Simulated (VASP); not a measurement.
# SiW4 (P4/mmm) in VASP: a series of runs

SiW4 is run at these levels: PBE; tasks: relaxation of cell and atoms, single point.

Program: VASP 6.6.1. These are calculated values, not measurements. Logs are shortened: lines on timing, memory, paths and dates and some standing lists are left out, and cuts for length are marked.

## (1) The cell of the first run

Symmetry: P4/mmm, No. 123, tetragonal system. The conventional cell has a = 4.612 Å, b = 4.612 Å, c = 4.387 Å, α = 90.00°, β = 90.00°, γ = 90.00°. Within 4.4 Å of Si (site symmetry 4/mmm) lie 16 W at 3.31 Å and 2 Si at 4.39 Å. Within 2.4 Å of W (site symmetry m2m) lie 3 W at 1.83 to 1.97 Å.

## (2) Relaxation of cell and atoms, PBE

Contents of INCAR:

```
PREC     = Accurate       # precision mode
ENCUT    = 600            # plane-wave cutoff, eV
EDIFF    = 1E-6           # SCF threshold, eV
ISMEAR   = 0              # smearing method
SIGMA    = 0.1            # smearing width, eV
LREAL    = F              # projectors in reciprocal space
LASPH    = T              # aspherical terms in the spheres
NELM     = 80             # most SCF steps
ALGO     = Normal         # electronic algorithm
ISIF     = 3              # what is computed and relaxed
LWAVE    = F              # write WAVECAR
LCHARG   = F              # write CHGCAR
GGA      = PE             # functional
IBRION   = 2              # ionic algorithm
NSW      = 90             # ionic steps
EDIFFG   = -0.04          # ionic threshold
```

Contents of KPOINTS:

```
Automatic mesh
0
Gamma
  4 4 4
```

Contents of POSCAR:

```
SiW4
1.0
    4.6116369500      0.0000000000      0.0000000000
    0.0000000000      4.6116369500      0.0000000000
    0.0000000000      0.0000000000      4.3866159800
Si W
1 4
Direct
    0.0000000000      0.0000000000      0.0000000000
    0.1985496600      0.5000000000      0.5000000000
    0.8014503400      0.5000000000      0.5000000000
    0.5000000000      0.1985496600      0.5000000000
    0.5000000000      0.8014503400      0.5000000000
```

Potentials or basis: VASP PAW PBE potentials, release 64 (Si, W_sv).

On the command line:

```sh
$ cat potpaw_PBE.64/Si/POTCAR potpaw_PBE.64/W_sv/POTCAR > POTCAR
$ mpirun -np 1 vasp_std > vasp.out
```

OUTCAR:

```text
PREC = Accurate
   ENCUT = 600
   EDIFF = 1E-6
   ISMEAR = 0
   LREAL = F
   LASPH = T
   NELM = 80
   ISIF = 3
   GGA = PE
   IBRION = 2
   NSW = 90
   EDIFFG = -0.04

 ion  position               nearest neighbor table
   1  0.000  0.000  0.000-   2 3.31   3 3.31   4 3.31   5 3.31   2 3.31   3 3.31   4 3.31   5 3.31
                             2 3.31   3 3.31   2 3.31   3 3.31   4 3.31   5 3.31   4 3.31   5 3.31
   2  0.199  0.500  0.500-   3 1.83   4 1.97   5 1.97   3 2.78   1 3.31   1 3.31   1 3.31   1 3.31

   3  0.801  0.500  0.500-   2 1.83   4 1.97   5 1.97   2 2.78   1 3.31   1 3.31   1 3.31   1 3.31

   4  0.500  0.199  0.500-   5 1.83   3 1.97   2 1.97   5 2.78   1 3.31   1 3.31   1 3.31   1 3.31

   5  0.500  0.801  0.500-   4 1.83   3 1.97   2 1.97   4 2.78   1 3.31   1 3.31   1 3.31   1 3.31

  LATTYP: Found a simple tetragonal cell.
 ALAT       =     4.6116369500
 C/A-ratio  =     0.9512058359

  Lattice vectors:

 A1 = (   4.6116369500,   0.0000000000,   0.0000000000)
 A2 = (   0.0000000000,   4.6116369500,   0.0000000000)
 A3 = (   0.0000000000,   0.0000000000,   4.3866159800)

Analysis of symmetry for initial positions (statically):
=====================================================================
 Subroutine PRICEL returns:
 Original cell was already a primitive cell.

 Routine SETGRP: Setting up the symmetry group for a
 simple tetragonal supercell.

 Subroutine GETGRP returns: Found 16 space group operations
 (whereof 16 operations were pure point group operations)
 out of a pool of 16 trial point group operations.

The static configuration has the point symmetry D_4h.

Analysis of symmetry for dynamics (positions and initial velocities):
=====================================================================
 Subroutine PRICEL returns:
 Original cell was already a primitive cell.

 Routine SETGRP: Setting up the symmetry group for a
 simple tetragonal supercell.

 Subroutine GETGRP returns: Found 16 space group operations
 (whereof 16 operations were pure point group operations)
 out of a pool of 16 trial point group operations.

The dynamic configuration has the point symmetry D_4h.

 Subroutine INISYM returns: Found 16 space group operations
 (whereof 16 operations are pure point group operations),
 and found     1 'primitive' translations

----------------------------------------------------------------------------------------

                                     Primitive cell

  volume of cell :      93.2910

  direct lattice vectors                    reciprocal lattice vectors
     4.611636950  0.000000000  0.000000000     0.216842742  0.000000000  0.000000000
     0.000000000  4.611636950  0.000000000     0.000000000  0.216842742  0.000000000
     0.000000000  0.000000000  4.386615980     0.000000000  0.000000000  0.227966160

  length of vectors
     4.611636950  4.611636950  4.386615980     0.216842742  0.216842742  0.227966160

  position of ions in fractional coordinates (direct lattice)
     0.000000000  0.000000000  0.000000000
     0.198549660  0.500000000  0.500000000
     0.801450340  0.500000000  0.500000000
     0.500000000  0.198549660  0.500000000
     0.500000000  0.801450340  0.500000000

  ion indices of the primitive-cell ions
   primitive index   ion index
                 1           1
                 2           2
                 3           3
                 4           4
                 5           5

----------------------------------------------------------------------------------------

 KPOINTS: Automatic mesh

Automatic generation of k-mesh.
 Grid dimensions read from file:
 generate k-points for:    4    4    4

 Generating k-lattice:

  Cartesian coordinates                     Fractional coordinates (reciprocal lattice)
     0.054210685  0.000000000  0.000000000     0.250000000  0.000000000  0.000000000
     0.000000000  0.054210685  0.000000000     0.000000000  0.250000000  0.000000000
     0.000000000  0.000000000  0.056991540     0.000000000  0.000000000  0.250000000

  Length of vectors
     0.054210685  0.054210685  0.056991540

  Shift w.r.t. Gamma in fractional coordinates (k-lattice)
     0.000000000  0.000000000  0.000000000

 Subroutine IBZKPT returns following result:
 ===========================================

 Found     18 irreducible k-points:

 Following reciprocal coordinates:
            Coordinates               Weight
  0.000000  0.000000  0.000000      1.000000
  0.250000  0.000000  0.000000      4.000000
  0.500000  0.000000  0.000000      2.000000
  0.250000  0.250000  0.000000      4.000000
  0.500000  0.250000  0.000000      4.000000
  0.500000  0.500000  0.000000      1.000000
[... 10 lines left out ...]
  0.500000  0.250000  0.500000      4.000000
  0.500000  0.500000  0.500000      1.000000
   k-points           NKPTS =     18   k-points in BZ     NKDIM =     18   number of bands    NBANDS=     36
   number of dos      NEDOS =    301   number of ions     NIONS =      5
   total plane-waves  NPLWV =  57600
   dimension x,y,z NGX =    40 NGY =   40 NGZ =   36
   dimension x,y,z NGXF=    80 NGYF=   80 NGZF=   72
   ions per type =               1   4
   NGX,Y,Z   is equivalent  to a cutoff of  14.42, 14.42, 13.64 a.u.
   NGXF,Y,Z  is equivalent  to a cutoff of  28.84, 28.84, 27.29 a.u.
 SYSTEM =  unknown system
   PREC   = accura    normal or accurate (medium, high low for compatibility)
   ISTART =      0    job   : 0-new  1-cont  2-samecut
   ICHARG =      2    charge: 1-file 2-atom 10-const
   ISPIN  =      1    spin polarized calculation?
   LNONCOLLINEAR =      F non collinear calculations
   LSORBIT =      F    spin-orbit coupling
   LASPH  =      T    aspherical Exc in radial PAW
   ENCUT  =  600.0 eV  44.10 Ry    6.64 a.u.   9.21  9.21  8.76*2*pi/ulx,y,z
   NELM   =     80;   NELMIN=  2; NELMDL= -5     # of ELM steps
   EDIFF  = 0.1E-05   stopping-criterion for ELM
   LREAL  =      F    real-space projection
   EDIFFG = -.4E-01   stopping-criterion for IOM
   NSW    =     90    number of steps for IOM
   IBRION =      2    ionic relax: 0-MD 1-quasi-New 2-CG
   NFREE  =      1    steps in history (QN), initial steepest desc. (CG)
   ISIF   =      3    stress and relaxation
   ISYM   =      2    0-nonsym 1-usesym 2-fastsym
   POTIM  = 0.5000    time-step for ionic-motion
   TEBEG  =    0.0;   TEEND  =   0.0 temperature during run
   PSTRESS=    0.0 pullay stress
   NELECT =      60.0000    total number of electrons
   NUPDOWN=      -1.0000    fix difference up-down
   EMIN   =  10.00;   EMAX   =-10.00  energy-range for DOS
   EFERMI =   0.00;   METHOD = LEGACY
   ISMEAR =     0;   SIGMA  =   0.10  broadening in eV -4-tet -1-fermi 0-gaus
   EFERMI_NEDOS =   21; number of points for ismear=-14 and -15
   IALGO  =     38    algorithm
   IMIX   =      4    mixing-type and parameters
     AMIX     =   0.40;   BMIX     =  1.00
     AMIX_MAG =   1.60;   BMIX_MAG =  1.00
  volume/ion in A,a.u.               =      18.66       125.91
  Fermi-wavevector in a.u.,A,eV,Ry     =   1.413119  2.670407 27.169534  1.996904
  Thomas-Fermi vector in A             =   2.534797
   LORBIT       =      0    0 simple, 1 ext, 2 COOP (PROOUT), +10 PAW based schemes
   GGA     = PE    functional components
   LHFCALC =     F    Hartree Fock is set to
   AEXX    =    0.0000 exact exchange contribution
   IVDW    =     0    specifies the selected vdW correction
   LEPSILON=     F    determine dielectric tensor
   LRPA    =     F    only Hartree local field effects (RPA)
 conjugate gradient relaxation of ions
 non-spin polarized calculation
 Gauss-broadening in eV      SIGMA  =   0.10
  energy-cutoff  :      600.00
  volume of cell :       93.29
 maximum number of plane-waves:      3140
 NGX is ok and might be reduce to    40
   NGX = 19   NGY = 19   NGZ = 17

--------------------------------------- Ionic step        1  -------------------------------------------

 number of electron      60.0000005 magnetization

 Free energy of the ion-electron system (eV)
  ---------------------------------------------------
  ext. energy  EPLUGINS =         0.00000000
  ---------------------------------------------------
  free energy    TOTEN  =       -14.93714155 eV

  energy without entropy =      -14.91687979  energy(sigma->0) =      -14.92701067

------------------------ aborting loop because EDIFF is reached ----------------------------------------

  FORCE on cell =-STRESS in cart. coord.  units (eV):
  Direction    XX          YY          ZZ          XY          YZ          ZX
  --------------------------------------------------------------------------------------
  -------------------------------------------------------------------------------------
  Total      137.4103869    137.4103869     -7.5772213      0.0000000     -0.0000000      0.0000000
  in kB     2359.8821107   2359.8821107   -130.1309851      0.0000000     -0.0000000      0.0000000
  external PRESSURE =    1529.8777455 kB  Pullay stress =       0.0000000 kB
[... 736 lines left out ...]
     35      -0.6520      0.00000
     36      -0.6082      0.00000

------------------------ aborting loop EDIFF was not reached (unconverged)  ----------------------------

  FORCE on cell =-STRESS in cart. coord.  units (eV):
  Direction    XX          YY          ZZ          XY          YZ          ZX
  --------------------------------------------------------------------------------------
  -------------------------------------------------------------------------------------
  Total     -158.5532626   -158.5532626    -11.9436479      0.0000000     -0.0000000      0.0000000
  in kB     -543.0870365   -543.0870365    -40.9101662      0.0000000     -0.0000000      0.0000000
  external PRESSURE =    -375.6947464 kB  Pullay stress =       0.0000000 kB
[... 1480 lines left out ...]
     35      13.2660      0.00000
     36      15.8613      0.00000

[... ionic steps 4 to 22 ...]

--------------------------------------- Ionic step       23  -------------------------------------------

 number of electron      60.0000000 magnetization

------------------------ aborting loop because EDIFF is reached ----------------------------------------
[... 73 lines left out ...]
--------------------------------------- Ionic step       25  -------------------------------------------

 number of electron      59.9999998 magnetization

 Free energy of the ion-electron system (eV)
  ---------------------------------------------------
  ext. energy  EPLUGINS =         0.00000000
  ---------------------------------------------------
  free energy    TOTEN  =       -49.15435078 eV

  energy without entropy =      -49.13153373  energy(sigma->0) =      -49.14294226

 E-fermi :   7.9420     XC(G=0): -11.7030

 val. band max:        7.8682133629   @ k =   0.5000   0.2500   0.5000
 cond. band min:       7.9578382628   @ k =   0.0000   0.0000   0.5000
 fundamental gap:      0.0896248999
 Fermi energy:         7.9419616336
[... 732 lines left out ...]
  FREE ENERGIE OF THE ION-ELECTRON SYSTEM (eV)
  ---------------------------------------------------
  free  energy   TOTEN  =       -49.1543507837 eV

  energy  without entropy=      -49.1315337287  energy(sigma->0) =      -49.14294226

 reached required accuracy - stopping structural energy minimisation
```

Run time: 13 min. Hardware: 1 thread of Intel Xeon 6975P-C (Granite Rapids), shared host; peak memory 0.28 GiB.

What came out:

- Free energy: -49.1544 eV
- Relaxed volume: 19.84 Å³/atom
- Relaxed cell: a = 6.098 Å, b = 6.098 Å, c = 2.668 Å, α = 90.00°, β = 90.00°, γ = 90.00°
- Space group after relaxing (to 0.05 Å): P4/mmm (No. 123)
- Energy gained by relaxing: 6843.4 meV/atom
- Ionic steps: 25
- Pressure after relaxing: 0.1 GPa
- Largest force after relaxing: 0.016 eV/Å
- Band gap on the k mesh: zero (band 30 reaches 8.71 eV, above the bottom of band 31 at 7.49 eV)

Forces on the atoms (eV/Å):
```
Si   0.000  0.000  0.000
W    0.016  0.000  0.000
W   -0.016  0.000  0.000
W    0.000  0.016  0.000
W    0.000 -0.016  0.000
```

The path:
| step | energy change (eV) | largest force (eV/Å) | pressure (GPa) | volume (Å³) |
| --- | --- | --- | --- | --- |
| 1 | 0.0000 | 0.8902 | 152.99 | 93.29 |
| 2 | 16.2004 | 1.1792 | -37.57 | 467.75 |
| 3 | -14.4644 | 0.5296 | -18.35 | 243.40 |
| 4 | -19.2902 | 0.0046 | -19.98 | 210.03 |
| 5 | -25.8130 | 2.5179 | -2.73 | 146.27 |
| 6 | -25.8359 | 2.1147 | -7.46 | 152.69 |
| 7 | -25.8613 | 2.2879 | -5.53 | 149.92 |
| 8 | -28.3663 | 0.6856 | -8.36 | 133.70 |
| 9 | -17.6413 | 21.8239 | 130.75 | 81.79 |
| 10 | -29.0300 | 1.9151 | -7.44 | 128.47 |
| 11 | -30.3323 | 6.0138 | 3.37 | 112.04 |
| 12 | -30.9308 | 5.9960 | 4.44 | 109.26 |
| 13 | -31.8791 | 6.5958 | 17.71 | 100.11 |
| 14 | -31.8701 | 6.8200 | 13.22 | 102.48 |
| 15 | -31.9130 | 6.7488 | 15.43 | 101.27 |
| 16 | -32.7652 | 4.4737 | 7.07 | 103.14 |
| 17 | -33.2396 | 2.0793 | -2.21 | 106.19 |
| 18 | -33.4172 | 1.9397 | -2.94 | 105.73 |
| 19 | -33.8532 | 1.4404 | -4.06 | 104.29 |
| 20 | -34.1161 | 0.0951 | -2.67 | 101.24 |
| 21 | -34.1399 | 0.6496 | -3.68 | 102.20 |
| 22 | -34.1459 | 0.5086 | -3.48 | 101.96 |
| 23 | -34.2052 | 0.1466 | -0.75 | 99.87 |
| 24 | -34.2121 | 0.0085 | 0.68 | 98.86 |
| 25 | -34.2172 | 0.0156 | 0.11 | 99.20 |

Final structure:
```yaml
crystal:
  lattice:
    - [6.09794, 0.00000, 0.00000]
    - [0.00000, 6.09794, 0.00000]
    - [0.00000, 0.00000, 2.66789]
  atoms:
    - { symbol: Si, position: [0.00000, 0.00000, 0.00000] }
    - { symbol: W, position: [0.20358, 0.50000, 0.50000] }
    - { symbol: W, position: [0.79642, 0.50000, 0.50000] }
    - { symbol: W, position: [0.50000, 0.20358, 0.50000] }
    - { symbol: W, position: [0.50000, 0.79642, 0.50000] }
```

Levels at points of the mesh, in eV from the Fermi level:
| k point | band 28 | band 29 | band 30 | band 31 | band 32 | band 33 |
| --- | --- | --- | --- | --- | --- | --- |
| (0.00, 0.00, 0.00) | -1.50 | -1.47 | 0.60 | 1.41 | 2.09 | 2.37 |
| (0.50, 0.00, 0.00) | -1.43 | -0.24 | -0.18 | 1.04 | 1.13 | 1.39 |
| (0.50, 0.50, 0.00) | -2.23 | -0.80 | 0.06 | 0.06 | 1.45 | 1.45 |
| (0.00, 0.00, 0.50) | -0.42 | 0.02 | 0.34 | 0.34 | 0.62 | 0.62 |
| (0.50, 0.00, 0.50) | -1.36 | -0.32 | -0.31 | 0.19 | 1.10 | 1.61 |
| (0.50, 0.50, 0.50) | -1.41 | -1.03 | -0.52 | -0.44 | -0.44 | 1.35 |

Caveat: spin-orbit coupling is left out, which moves the levels of the heavy elements.

## (3) Single point, PBE

This run uses another cell than the first one, of 19.79 Å³/atom, 1.061 times its volume.

Contents of INCAR:

```
SYSTEM = SiW4
ALGO = Fast
EDIFF = 1E-6
ENCUT = 520
GGA = PE
ISIF = 2
ISMEAR = 0
LASPH = .TRUE.
LCHARG = .FALSE.
LREAL = .FALSE.
LWAVE = .FALSE.
NBANDS = 38
NELM = 80
PREC = Accurate
SIGMA = 0.1
```

Contents of KPOINTS:

```
k-points
0
G
  6 6 14
  0 0 0
```

Contents of POSCAR:

```
SiW4
1.0
    6.1157474859      0.0000000000      0.0000000000
    0.0000000000      6.1157474859      0.0000000000
    0.0000000000      0.0000000000      2.6453226671
Si W
1 4
Direct
    0.0000000000      0.0000000000      0.0000000000
    0.2039914113      0.5000000000      0.5000000000
    0.7960085887      0.5000000000      0.5000000000
    0.5000000000      0.2039914113      0.5000000000
    0.5000000000      0.7960085887      0.5000000000
```

Potentials or basis: VASP PAW PBE potentials, release 64 (Si, W_sv).

On the command line:

```sh
$ cat potpaw_PBE.64/Si/POTCAR potpaw_PBE.64/W_sv/POTCAR > POTCAR
$ mpirun -np 1 vasp_std > vasp.out
```

Run time: 1.7 min. Hardware: 1 thread of Intel Xeon 6975P-C (Granite Rapids), shared host; peak memory 0.36 GiB.

Results (log left out):

```
Free energy            : -49.5030 eV
Pressure               : 0.5 GPa
Largest force          : 0.012 eV/Å
Band gap on the k mesh : zero (band 30 reaches 8.77 eV, above the bottom of band 31 at 7.27 eV)
```

Forces on the atoms (eV/Å):
```
Si   0.000  0.000  0.000
W    0.012  0.000  0.000
W   -0.012  0.000  0.000
W    0.000  0.012  0.000
W    0.000 -0.012  0.000
```

Stress tensor (GPa, compression positive):
```
0.56 0.00 0.00
0.00 0.56 0.00
0.00 0.00 0.38
```

Levels at points of the mesh, in eV from the Fermi level:
```tsv
k point	band 27	band 28	band 29	band 30	band 31	band 32	band 33	band 34
(0.00, 0.00, 0.00)	-2.19	-1.48	-1.44	0.86	1.46	2.06	2.29	2.52
(0.50, 0.00, 0.00)	-1.69	-1.39	-0.20	-0.12	1.06	1.38	1.63	2.03
(0.50, 0.50, 0.00)	-2.16	-2.16	-0.71	0.11	0.11	1.69	1.69	1.87
(0.00, 0.00, 0.50)	-0.44	-0.35	0.11	0.38	0.38	0.75	0.75	1.00
(0.50, 0.00, 0.50)	-1.53	-1.24	-0.23	-0.23	0.22	1.09	1.78	2.24
(0.50, 0.50, 0.50)	-1.89	-1.31	-0.94	-0.48	-0.32	-0.32	1.45	2.47
```

Caveat: spin-orbit coupling is left out, which moves the levels of the heavy elements.
